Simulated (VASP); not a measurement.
# SbMo (wurtzite type) (P6_3mc) in VASP: relaxation of cell and atoms with PBE

Aim: the relaxation of cell and atoms of SbMo (wurtzite type) with PBE.

All numbers are computed with VASP 6.6.1; they aren't measurements. Logs are shortened: lines on timing, memory, paths and dates and some standing lists are left out, and cuts for length are marked.

## Step 1: The cell of the first run

It takes space group P6_3mc (No. 186, hexagonal). Conventional cell: a = 4.556 Å, b = 4.556 Å, c = 7.426 Å, α = 90.00°, β = 90.00°, γ = 120.00°. Within 3.7 Å of Mo (site symmetry 3m) lie 4 Sb at 2.79 Å. Within 3.7 Å of Sb (site symmetry 3m) lie 4 Mo at 2.79 Å.

## Step 2: Relaxation of cell and atoms, PBE

File INCAR:

```
SYSTEM = SbMo
PREC = Accurate
ENCUT = 600
EDIFF = 1E-7
ISMEAR = -1
SIGMA = 0.05
LREAL = .False.
LASPH = .True.
NELM = 100
ALGO = Normal
ISIF = 3
LWAVE = .False.
LCHARG = .False.
GGA = PE
IBRION = 2
NSW = 100
EDIFFG = -0.005
```

File KPOINTS:

```
regular mesh
0
Gamma
  9 9 5
  0 0 0
```

File POSCAR:

```
SbMo
1.0
    4.5558582445      0.0000000000      0.0000000000
   -2.2779291223      3.9454889758      0.0000000000
    0.0000000000      0.0000000000      7.4260489385
Mo Sb
2 2
Direct
    0.3333333333      0.6666666667      0.0000000000
    0.6666666667      0.3333333333      0.5000000000
    0.3333333333      0.6666666667      0.3760000000
    0.6666666667      0.3333333333      0.8760000000
```

Potentials or basis: VASP PAW PBE potentials, release 64 (Mo_sv, Sb).

Launch:

```bash
$ cat potpaw_PBE.64/Mo_sv/POTCAR potpaw_PBE.64/Sb/POTCAR > POTCAR
$ mpirun -np 1 vasp_std > vasp.out
```

OUTCAR:

```text
SYSTEM = SbMo
   PREC = Accurate
   ENCUT = 600
   EDIFF = 1E-7
   ISMEAR = -1
   LREAL = .False.
   LASPH = .True.
   NELM = 100
   ISIF = 3
   GGA = PE
   IBRION = 2
   NSW = 100
   EDIFFG = -0.005

 ion  position               nearest neighbor table
   1  0.333  0.667  0.000-   4 2.79   4 2.79   4 2.79   3 2.79
   2  0.667  0.333  0.500-   3 2.79   3 2.79   3 2.79   4 2.79
   3  0.333  0.667  0.376-   2 2.79   2 2.79   2 2.79   1 2.79
   4  0.667  0.333  0.876-   1 2.79   1 2.79   1 2.79   2 2.79

  LATTYP: Found a hexagonal cell.
 ALAT       =     4.5558582445
 C/A-ratio  =     1.6300000000

  Lattice vectors:

 A1 = (   4.5558582445,   0.0000000000,   0.0000000000)
 A2 = (  -2.2779291223,   3.9454889758,   0.0000000000)
 A3 = (   0.0000000000,   0.0000000000,   7.4260489385)

Analysis of symmetry for initial positions (statically):
=====================================================================
 Subroutine PRICEL returns:
 Original cell was already a primitive cell.

 Routine SETGRP: Setting up the symmetry group for a
 hexagonal supercell.

 Subroutine GETGRP returns: Found 12 space group operations
 (whereof  6 operations were pure point group operations)
 out of a pool of 24 trial point group operations.

The static configuration has the point symmetry C_3v.
 The point group associated with its full space group is C_6v.

Analysis of symmetry for dynamics (positions and initial velocities):
=====================================================================
 Subroutine PRICEL returns:
 Original cell was already a primitive cell.

 Routine SETGRP: Setting up the symmetry group for a
 hexagonal supercell.

 Subroutine GETGRP returns: Found 12 space group operations
 (whereof  6 operations were pure point group operations)
 out of a pool of 24 trial point group operations.

The dynamic configuration has the point symmetry C_3v.
 The point group associated with its full space group is C_6v.

 Subroutine INISYM returns: Found 12 space group operations
 (whereof  6 operations are pure point group operations),
 and found     1 'primitive' translations

----------------------------------------------------------------------------------------

                                     Primitive cell

  volume of cell :     133.4839

  direct lattice vectors                    reciprocal lattice vectors
     4.555858245  0.000000000  0.000000000     0.219497611  0.126727005  0.000000000
    -2.277929122  3.945488976  0.000000000     0.000000000  0.253454009  0.000000000
     0.000000000  0.000000000  7.426048939     0.000000000  0.000000000  0.134661111

  length of vectors
     4.555858245  4.555858245  7.426048939     0.253454009  0.253454009  0.134661111

  position of ions in fractional coordinates (direct lattice)
     0.333333333  0.666666667  0.000000000
     0.666666667  0.333333333  0.500000000
     0.333333333  0.666666667  0.376000000
     0.666666667  0.333333333  0.876000000

  ion indices of the primitive-cell ions
   primitive index   ion index
                 1           1
                 2           2
                 3           3
                 4           4

----------------------------------------------------------------------------------------

 KPOINTS: regular mesh

Automatic generation of k-mesh.
 Grid dimensions read from file:
 generate k-points for:    9    9    5

 Generating k-lattice:

  Cartesian coordinates                     Fractional coordinates (reciprocal lattice)
     0.024388623  0.014080778  0.000000000     0.111111111 -0.000000000  0.000000000
     0.000000000  0.028161557  0.000000000     0.000000000  0.111111111  0.000000000
     0.000000000  0.000000000  0.026932222     0.000000000  0.000000000  0.200000000

  Length of vectors
     0.028161557  0.028161557  0.026932222

  Shift w.r.t. Gamma in fractional coordinates (k-lattice)
     0.000000000  0.000000000  0.000000000

 Subroutine IBZKPT returns following result:
 ===========================================

 Found     36 irreducible k-points:

 Following reciprocal coordinates:
            Coordinates               Weight
  0.000000  0.000000  0.000000      1.000000
  0.111111  0.000000  0.000000      6.000000
  0.222222  0.000000  0.000000      6.000000
  0.333333 -0.000000  0.000000      6.000000
  0.444444  0.000000  0.000000      6.000000
  0.111111  0.111111  0.000000      6.000000
[... 16 lines left out ...]
  0.333333  0.222222  0.200000     24.000000
  0.333333  0.333333  0.200000      4.000000
 [... further k-points ...]
   k-points           NKPTS =     36   k-points in BZ     NKDIM =     36   number of bands    NBANDS=     23
   number of dos      NEDOS =    301   number of ions     NIONS =      4
   total plane-waves  NPLWV =  77760
   dimension x,y,z NGX =    36 NGY =   36 NGZ =   60
   dimension x,y,z NGXF=    72 NGYF=   72 NGZF=  120
   ions per type =               2   2
   NGX,Y,Z   is equivalent  to a cutoff of  13.14, 13.14, 13.43 a.u.
   NGXF,Y,Z  is equivalent  to a cutoff of  26.27, 26.27, 26.86 a.u.
 SYSTEM =  SbMo
   PREC   = accura    normal or accurate (medium, high low for compatibility)
   ISTART =      0    job   : 0-new  1-cont  2-samecut
   ICHARG =      2    charge: 1-file 2-atom 10-const
   ISPIN  =      1    spin polarized calculation?
   LNONCOLLINEAR =      F non collinear calculations
   LSORBIT =      F    spin-orbit coupling
   LASPH  =      T    aspherical Exc in radial PAW
   ENCUT  =  600.0 eV  44.10 Ry    6.64 a.u.   9.10  9.10 14.83*2*pi/ulx,y,z
   NELM   =    100;   NELMIN=  2; NELMDL= -5     # of ELM steps
   EDIFF  = 0.1E-06   stopping-criterion for ELM
   LREAL  =      F    real-space projection
   EDIFFG = -.5E-02   stopping-criterion for IOM
   NSW    =    100    number of steps for IOM
   IBRION =      2    ionic relax: 0-MD 1-quasi-New 2-CG
   NFREE  =      1    steps in history (QN), initial steepest desc. (CG)
   ISIF   =      3    stress and relaxation
   ISYM   =      2    0-nonsym 1-usesym 2-fastsym
   POTIM  = 0.5000    time-step for ionic-motion
   TEBEG  =    0.0;   TEEND  =   0.0 temperature during run
   PSTRESS=    0.0 pullay stress
   NELECT =      38.0000    total number of electrons
   NUPDOWN=      -1.0000    fix difference up-down
   EMIN   =  10.00;   EMAX   =-10.00  energy-range for DOS
   EFERMI =   0.00;   METHOD = LEGACY
   ISMEAR =    -1;   SIGMA  =   0.05  broadening in eV -4-tet -1-fermi 0-gaus
   EFERMI_NEDOS =   21; number of points for ismear=-14 and -15
   IALGO  =     38    algorithm
   IMIX   =      4    mixing-type and parameters
     AMIX     =   0.40;   BMIX     =  1.00
     AMIX_MAG =   1.60;   BMIX_MAG =  1.00
  volume/ion in A,a.u.               =      33.37       225.20
  Fermi-wavevector in a.u.,A,eV,Ry     =   1.076944  2.035129 15.780148  1.159808
  Thomas-Fermi vector in A             =   2.212842
   LORBIT       =      0    0 simple, 1 ext, 2 COOP (PROOUT), +10 PAW based schemes
   GGA     = PE    functional components
   LHFCALC =     F    Hartree Fock is set to
   AEXX    =    0.0000 exact exchange contribution
   IVDW    =     0    specifies the selected vdW correction
   LEPSILON=     F    determine dielectric tensor
   LRPA    =     F    only Hartree local field effects (RPA)
 conjugate gradient relaxation of ions
 non-spin polarized calculation
  energy-cutoff  :      600.00
  volume of cell :      133.48
 maximum number of plane-waves:      4473
   NGX = 19   NGY = 19   NGZ = 29

--------------------------------------- Ionic step        1  -------------------------------------------

 number of electron      37.9999998 magnetization

 Free energy of the ion-electron system (eV)
  ---------------------------------------------------
  ext. energy  EPLUGINS =         0.00000000
  ---------------------------------------------------
  free energy    TOTEN  =       -24.54607082 eV

  energy without entropy =      -24.43688549  energy(sigma->0) =      -24.49147816

------------------------ aborting loop because EDIFF is reached ----------------------------------------

  FORCE on cell =-STRESS in cart. coord.  units (eV):
  Direction    XX          YY          ZZ          XY          YZ          ZX
  --------------------------------------------------------------------------------------
  -------------------------------------------------------------------------------------
  Total       -6.3403826     -6.3403826     -7.2537484      0.0000000     -0.0000000      0.0000000
  in kB      -76.1021989    -76.1021989    -87.0651250      0.0000000     -0.0000000      0.0000000
  external PRESSURE =     -79.7565076 kB  Pullay stress =       0.0000000 kB
[... 95 lines left out ...]
  FREE ENERGIE OF THE ION-ELECTRON SYSTEM (eV)
  ---------------------------------------------------
  free  energy   TOTEN  =       -25.0544828417 eV

  energy  without entropy=      -24.9615468516  energy(sigma->0) =      -25.00801485

 E-fermi :   6.7096     XC(G=0):  -9.7985

 val. band max:        6.6983425120   @ k =   0.1111   0.0000   0.0000
 cond. band min:       6.7100709770   @ k =   0.3333   0.2222   0.4000
 fundamental gap:      0.0117284650
 Fermi energy:         6.7095712778

 k-point     1 :       0.0000    0.0000    0.0000
  band No.  band energies     occupation
      1     -54.2457      2.00000
      2     -54.2417      2.00000
      3     -28.6119      2.00000
      4     -28.5755      2.00000
      5     -28.2717      2.00000
      6     -28.2717      2.00000
[... 613 lines left out ...]
     22       7.2288      0.00006
     23       7.2288      0.00006

 [... further k-points ...]

[... ionic steps 4 to 47 ...]

--------------------------------------- Ionic step       48  -------------------------------------------

 number of electron      38.0000005 magnetization

------------------------ aborting loop because EDIFF is reached ----------------------------------------

  FORCE on cell =-STRESS in cart. coord.  units (eV):
  Direction    XX          YY          ZZ          XY          YZ          ZX
  --------------------------------------------------------------------------------------
  -------------------------------------------------------------------------------------
  Total        0.0054077      0.0054077     -0.0203196     -0.0000000      0.0000000      0.0000000
  in kB        0.0851297      0.0851297     -0.3198778     -0.0000000      0.0000000      0.0000000
  external PRESSURE =      -0.0498728 kB  Pullay stress =       0.0000000 kB
[... 61 lines left out ...]
  energy  without entropy=      -26.5281330670  energy(sigma->0) =      -26.56080409

--------------------------------------- Ionic step       50  -------------------------------------------

 number of electron      38.0000005 magnetization

 Free energy of the ion-electron system (eV)
  ---------------------------------------------------
  ext. energy  EPLUGINS =         0.00000000
  ---------------------------------------------------
  free energy    TOTEN  =       -26.59348044 eV

  energy without entropy =      -26.52812946  energy(sigma->0) =      -26.56080495

 E-fermi :   7.6242     XC(G=0): -10.2153

 val. band max:        7.6175219956   @ k =   0.0000   0.0000   0.4000
 cond. band min:       7.6329786957   @ k =   0.0000   0.0000   0.0000
 fundamental gap:      0.0154567000
 Fermi energy:         7.6241758669

 k-point     1 :       0.0000    0.0000    0.0000
  band No.  band energies     occupation
      1     -53.2439      2.00000
      2     -53.2383      2.00000
      3     -27.6107      2.00000
      4     -27.5608      2.00000
      5     -27.3069      2.00000
      6     -27.3069      2.00000
[... 613 lines left out ...]
     22       8.2171      0.00001
     23       8.3764      0.00000

 [... further k-points ...]

------------------------ aborting loop because EDIFF is reached ----------------------------------------

  FORCE on cell =-STRESS in cart. coord.  units (eV):
  Direction    XX          YY          ZZ          XY          YZ          ZX
  --------------------------------------------------------------------------------------
  -------------------------------------------------------------------------------------
  Total        0.0073226      0.0073226     -0.0072898     -0.0000000      0.0000000      0.0000000
  in kB        0.1152851      0.1152851     -0.1147688     -0.0000000      0.0000000      0.0000000
  external PRESSURE =       0.0386005 kB  Pullay stress =       0.0000000 kB
[... 19 lines left out ...]
  FREE ENERGIE OF THE ION-ELECTRON SYSTEM (eV)
  ---------------------------------------------------
  free  energy   TOTEN  =       -26.5934804438 eV

  energy  without entropy=      -26.5281294648  energy(sigma->0) =      -26.56080495

 reached required accuracy - stopping structural energy minimisation
```

It took 27 min on 1 thread of Intel Xeon 6975P-C (Granite Rapids), shared host; peak memory 0.39 GiB.

What came out:

| Property | Result |
| --- | --- |
| Free energy | -26.5935 eV |
| Relaxed volume | 25.44 Å³/atom |
| Relaxed cell | a = 4.642 Å, b = 4.642 Å, c = 5.452 Å, α = 90.00°, β = 90.00°, γ = 120.00° |
| Space group after relaxing (to 0.05 Å) | P6_3/mmc (No. 194) |
| Energy gained by relaxing | 511.9 meV/atom |
| Ionic steps | 50 |
| Pressure after relaxing | 0.0 GPa |
| Largest force after relaxing | 0.003 eV/Å |
| Band gap on the k mesh | zero (band 19 reaches 7.90 eV, above the bottom of band 20 at 7.38 eV) |

Forces in eV/Å, atoms in the order of the input:
```
Mo   0.000  0.000 -0.003
Mo   0.000  0.000 -0.003
Sb   0.000  0.000  0.003
Sb   0.000  0.000  0.003
```

The path:
| step | energy change (eV) | largest force (eV/Å) | pressure (GPa) | volume (Å³) |
| --- | --- | --- | --- | --- |
| 1 | 0.0000 | 0.0875 | -7.98 | 133.48 |
| 3 | -0.5084 | 0.0215 | -0.14 | 115.93 |
| 5 | -0.5092 | 0.0662 | 0.08 | 115.60 |
| 7 | -0.5123 | 0.4456 | 0.05 | 115.68 |
| 9 | -0.5125 | 0.4519 | 0.04 | 115.68 |
| 11 | -0.5133 | 0.4812 | 0.03 | 115.69 |
| 13 | -0.5168 | 0.5991 | -0.03 | 115.74 |
| 15 | -0.5332 | 1.0777 | -0.29 | 115.84 |
| 17 | -0.5408 | 2.0335 | -0.76 | 115.66 |
| 19 | -0.5422 | 2.0870 | -0.83 | 115.68 |
| 21 | -0.5456 | 2.3355 | -1.14 | 115.76 |
| 23 | -0.5433 | 2.4630 | -1.27 | 115.78 |
| 25 | -0.5625 | 2.5114 | -1.49 | 115.78 |
| 27 | -0.6452 | 2.7288 | -2.40 | 115.70 |
| 29 | -0.5157 | 3.3029 | -1.55 | 113.80 |
| 31 | -0.8019 | 3.0699 | -3.58 | 114.83 |
| 33 | -1.0550 | 1.6067 | -3.93 | 113.33 |
| 35 | -1.2295 | 1.6844 | -4.57 | 112.87 |
| 37 | -1.9475 | 0.4232 | -3.58 | 106.25 |
| 39 | -2.0261 | 0.3729 | 0.48 | 101.35 |
| 41 | -2.0361 | 0.2822 | 0.68 | 101.11 |
| 43 | -2.0458 | 0.0640 | 0.42 | 101.38 |
| 45 | -2.0473 | 0.0175 | -0.15 | 101.94 |
| 47 | -2.0474 | 0.0120 | -0.04 | 101.81 |
| 49 | -2.0474 | 0.0065 | 0.00 | 101.77 |
| 50 | -2.0474 | 0.0035 | 0.00 | 101.77 |

Final structure:
```
CELL_PARAMETERS angstrom
4.64242 0.00000 0.00000
-2.32121 4.02045 0.00000
0.00000 0.00000 5.45238
ATOMIC_POSITIONS crystal
Mo 0.33333 0.66667 0.93803
Mo 0.66667 0.33333 0.43803
Sb 0.33333 0.66667 0.43797
Sb 0.66667 0.33333 0.93797
```

Caveat: the volume moved by over 15 % at a fixed basis, so the end points are rough; spin-orbit coupling is left out, which moves the levels of the heavy elements.
